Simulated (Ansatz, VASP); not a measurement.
# SiO2: VASP beside Ansatz

Contents of INCAR:

```
SYSTEM = SiO2
ALGO     = Normal         ! electronic algorithm
EDIFF    = 1E-6           ! SCF threshold, eV
ENCUT    = 520            ! plane-wave cutoff, eV
GGA      = PS             ! functional
ISIF     = 2              ! what is computed and relaxed
ISMEAR   = -1             ! smearing method
LASPH    = .TRUE.         ! aspherical terms in the spheres
LCHARG   = .FALSE.        ! write CHGCAR
LREAL    = .FALSE.        ! projectors in reciprocal space
LWAVE    = .FALSE.        ! write WAVECAR
NBANDS   = 25             ! bands
NELM     = 60             ! most SCF steps
PREC     = Accurate       ! precision mode
SIGMA    = 0.03           ! smearing width, eV
```

The input KPOINTS:

```
k-points
0
G
  7 7 7
  0 0 0
```

The input POSCAR:

```
SiO2
1.0
   -2.3740500000      2.3740500000      3.6691200000
    2.3740500000     -2.3740500000      3.6691200000
    2.3740500000      2.3740500000     -3.6691200000
Si O
2 4
Direct
    0.0000000000      0.0000000000      0.0000000000
    0.7500000000      0.2500000000      0.5000000000
    0.9983800000      0.6250000000      0.8733800000
    0.3750000000      0.2483800000      0.3733800000
    0.7516200000      0.1250000000      0.1266200000
    0.8750000000      0.0016200000      0.6266200000
```

Input for Ansatz:

```yaml
crystal:
  lattice:
    - [-2.37405, 2.37405, 3.66912]
    - [2.37405, -2.37405, 3.66912]
    - [2.37405, 2.37405, -3.66912]
  atoms:
    - { symbol: Si, position: [0.0, 0.0, 0.0] }
    - { symbol: Si, position: [0.75, 0.25, 0.5] }
    - { symbol: O, position: [0.99838, 0.625, 0.87338] }
    - { symbol: O, position: [0.375, 0.24838, 0.37338] }
    - { symbol: O, position: [0.75162, 0.125, 0.12662] }
    - { symbol: O, position: [0.875, 0.00162, 0.62662] }
kpoints:
  mp_grid: { grid: [7, 7, 7] }
  band_path:
    path:
      - [0.0, 0.0, 0.0]
      - [0.0, 0.0, 0.5]
      - [0.25, 0.25, 0.25]
      - [0.0, 0.5, 0.0]
      - [0.0, 0.0, 0.0]
      - [0.5, 0.5, -0.5]
      - [0.3546636558, 0.6453363442, -0.3546636558]
      - [-0.3546636558, 0.3546636558, 0.3546636558]
      - [0.0, 0.0, 0.0]
    npoints: 5
scf:
  occupations: { method: fermi_dirac, width: 0.03 }
hamiltonian:
  xc: pbesol
  pseudopotentials: { kind: all_electron, lapw: { basis_error: 0.001 } }
output:
  forces: true
  stress: true
  eigenvalues: true
```

Change from the starting cell: zz strain of -2 %.

Alike in both runs: task single point; functional PBEsol; k mesh 7 × 7 × 7; occupations fermi-dirac, width 0.03 eV; no spin polarisation.

```csv
,VASP,Ansatz
version,VASP 6.6.1,Ansatz 0.2.0
potentials or method,"VASP PAW PBE potentials, release 64 (Si, O), cutoff 520 eV","all-electron LAPW, scalar-relativistic"
```

```csv
,VASP,Ansatz,Ansatz less VASP
gap on the k mesh at the Fermi level (eV),6.13,6.14,+0.010
pressure (GPa),5.4,4.7,-0.70
"traceless stress, the component that is largest in VASP (GPa)",-0.55,-0.61,-0.061
rms of the force components (eV/Å),0.128,0.109,-0.0197
```

VASP's potentials were made for PBE, not for PBEsol. Atom by atom the forces differ by 0.020 eV/Å (rms over components). Ansatz ran all-electron here, and VASP with PAW potentials.
